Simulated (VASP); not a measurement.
Write the native input for VASP 6.6.1 that does the following.

* Task: single point
* Functional: LDA
* Potentials or basis: VASP PAW LDA potentials, release 64 (Si)
* Cutoff: 520 eV
* k mesh: 12 × 12 × 12
* Occupations: fermi-dirac, width 0.08 eV
* Spin: no spin polarisation
* Dipole correction: no
* Further INCAR settings: ALGO = Normal; EDIFF = 1e-07; NBANDS = 11

The structure of Si lies in POSCAR:

```
Si
1.0
    0.0000000000      2.7154700000      2.6611606000
    2.7154700000      0.0000000000      2.6611606000
    2.7154700000      2.7154700000      0.0000000000
Si
2
Direct
    0.5000000000      0.5000000000      0.5000000000
    0.7500000000      0.7500000000      0.7500000000
```

This cell differs from its parent crystal: zz strain of -2 %.

One way to write it, as run:

INCAR

```
SYSTEM = Si
PREC     = Accurate       ! precision mode
ENCUT    = 520            ! plane-wave cutoff, eV
EDIFF    = 1E-7           ! SCF threshold, eV
ISMEAR   = -1             ! smearing method
SIGMA    = 0.08           ! smearing width, eV
LREAL    = .False.        ! projectors in reciprocal space
LASPH    = .True.         ! aspherical terms in the spheres
NELM     = 60             ! most SCF steps
ALGO     = Normal         ! electronic algorithm
ISIF     = 2              ! what is computed and relaxed
LWAVE    = .False.        ! write WAVECAR
LCHARG   = .False.        ! write CHGCAR
NBANDS   = 11             ! bands
```

KPOINTS

```
regular mesh
0
Gamma
  12 12 12
  0 0 0
```

Potentials or basis: VASP PAW LDA potentials, release 64 (Si).

The run is started by

```console
$ cat potpaw_LDA.64/Si/POTCAR > POTCAR
$ mpirun -np 1 vasp_std > vasp.out
```

Results of the run:

| Item | Value |
| --- | --- |
| Pressure | 0.4 GPa |
| Band gap on the k mesh | 0.22 eV, indirect (least direct gap 2.39 eV) |

Caveat: the cell differs from its parent crystal (zz strain of -2 %).

It took 55 s on 1 thread of Intel(R) Xeon(R) Platinum 8375C CPU @ 2.90GHz (Ice Lake) (shared host), peak memory 0.17 GiB.
